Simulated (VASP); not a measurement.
Write the native input for VASP 6.6.1 that does the following.

```yaml
Task: single point
Functional: PBEsol
Potentials_or_basis: VASP PAW PBE potentials, release 64 (Ti_sv, Al)
Cutoff: 520 eV
k_mesh: 11 × 11 × 6
Occupations: fermi-dirac, width 0.05 eV
Spin: no spin polarisation
Dipole_correction: no
Further_INCAR_settings: ALGO = Normal; EDIFF = 1e-06; NBANDS = 14
```

The structure of TiAl lies in POSCAR:

```
TiAl
1.0
    2.8508464076      0.0000000000      0.0000000000
   -1.4254232038      2.4689054113      0.0000000000
    0.0000000000      0.0000000000      4.6125316230
Ti Al
1 1
Direct
    0.0000000000      0.0000000000      0.0000000000
    0.3333333333      0.6666666667      0.5000000000
```

One way to write it, as run:

INCAR

```
  ALGO = Normal
  EDIFF = 1E-6
  ENCUT = 520
  GGA = PS
  ISIF = 2
  ISMEAR = -1
  LASPH = T
  LCHARG = T
  LELF = T
  LREAL = F
  LVHAR = T
  LWAVE = F
  NBANDS = 14
  NELM = 60
  PREC = Accurate
  SIGMA = 0.05
```

KPOINTS

```
k-points
0
Gamma
  11 11 6
```

Potentials or basis: VASP PAW PBE potentials, release 64 (Ti_sv, Al).

Launch:

```bash
$ cat potpaw_PBE.64/Ti_sv/POTCAR potpaw_PBE.64/Al/POTCAR > POTCAR
$ mpirun -np 1 vasp_std > vasp.out
```

Results of the run:

- Pressure: 0.0 GPa
- Band gap on the k mesh: zero (an odd number of electrons rules out a gap without spin polarisation)

Caveat: the PAW data sets were made with another functional, which shifts forces and pressure a little.

Wall time 25 s on 1 thread of Intel Xeon 8259CL, on a shared host, peak memory 0.17 GiB.
